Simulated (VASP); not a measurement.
The system is W.

```
W
1.0
    -1.56096    1.56096    1.56096
     1.56096   -1.56096    1.56096
     1.56096    1.56096   -1.56096
W
1
Direct
  0.00000 0.00000 0.00000
```

Base run:

| Quantity | Value |
| --- | --- |
| Program | VASP 6.6.1 |
| Functional | RPBE |
| Dispersion | D4 |
| Potentials or basis | VASP PAW PBE potentials, release 64 (W_sv) |
| Cutoff | 520 eV |
| k mesh | 12 × 12 × 12 |
| Occupations | fermi-dirac, width 0.05 eV |
| Spin | no spin polarisation |

Its results: band gap on the k mesh zero (band 7 reaches 17.61 eV, above the bottom of band 8 at 10.84 eV); pressure 12.0 GPa.

Problem. The run is repeated on the same cell with these changes: functional from RPBE to PBE. What comes out?

Solution. Band gap on the k mesh zero (band 7 reaches 17.53 eV, above the bottom of band 8 at 10.75 eV); pressure 13.5 GPa.

Caveats: spin-orbit coupling is left out, which moves the levels of the heavy elements; pairwise dispersion overbinds metals, which lowers pressure and volume; the PAW data sets were made with another functional, which shifts forces and pressure a little (some runs).
